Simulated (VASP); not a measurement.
The system is C.

```xyz
4
Lattice="2.4559 0.0000 0.0000 -1.2280 2.1269 0.0000 0.0000 0.0000 7.0106" Properties=species:S:1:pos:R:3 pbc="T T T"
C     1.2280    2.1269    1.7527
C     0.0000    0.0000    5.2580
C     0.0000    1.4179    1.7527
C     1.2280    0.7090    5.2580
```

Base run:

```yaml
Program: VASP 6.6.1
Functional: r2SCAN
Potentials_or_basis: VASP PAW PBE potentials, release 64 (C)
Cutoff: 520 eV
k_mesh: 8 × 8 × 3
Occupations: fermi-dirac, width 0.05 eV
Spin: no spin polarisation
```

Its results: band gap on the k mesh 1.90 eV, indirect (least direct gap 1.93 eV); pressure 0.7 GPa.

**Question.** The run is repeated on the same cell with these changes: k mesh from 8 × 8 × 3 to 14 × 14 × 4; further incar settings from ALGO = Normal; EDIFF = 1e-06; NBANDS = 16 to ALGO = Normal; EDIFF = 1e-07; NBANDS = 16. What comes out?

**Answer.** Band gap on the k mesh 1.05 eV, direct; pressure 0.7 GPa.

Caveats: the PAW data sets were made with another functional, which shifts forces and pressure a little.

A k mesh can miss the band edges.
